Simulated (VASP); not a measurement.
A run of VASP 6.6.1 is set up as follows.

INCAR

```
  PREC = Accurate
  ENCUT = 520
  EDIFF = 1E-6
  ISMEAR = -1
  SIGMA = 0.01
  LREAL = F
  LASPH = T
  NELM = 60
  ALGO = Fast
  ISIF = 2
  LWAVE = F
  LCHARG = F
  GGA = PE
  NBANDS = 18
```

Contents of KPOINTS:

```
Automatic mesh
0
Gamma
  10 10 10
```

Contents of POSCAR:

```
Al3Pd
1.0
    3.9469100000      0.0000000000      0.0000000000
    0.0000000000      3.9469100000      0.0000000000
    0.0000000000      0.0000000000      3.9469100000
Al Pd
3 1
Direct
    0.0000000000      0.5000000000      0.5000000000
    0.5000000000      0.0000000000      0.5000000000
    0.5000000000      0.5000000000      0.0000000000
    0.0000000000      0.0000000000      0.0000000000
```

Potentials or basis: VASP PAW PBE potentials, release 64 (Al, Pd).

Run with:

```sh
$ cat potpaw_PBE.64/Al/POTCAR potpaw_PBE.64/Pd/POTCAR > POTCAR
$ mpirun -np 1 vasp_std > vasp.out
```

(1) Predict the pressure.

## Answers

(1) 1.3 GPa.
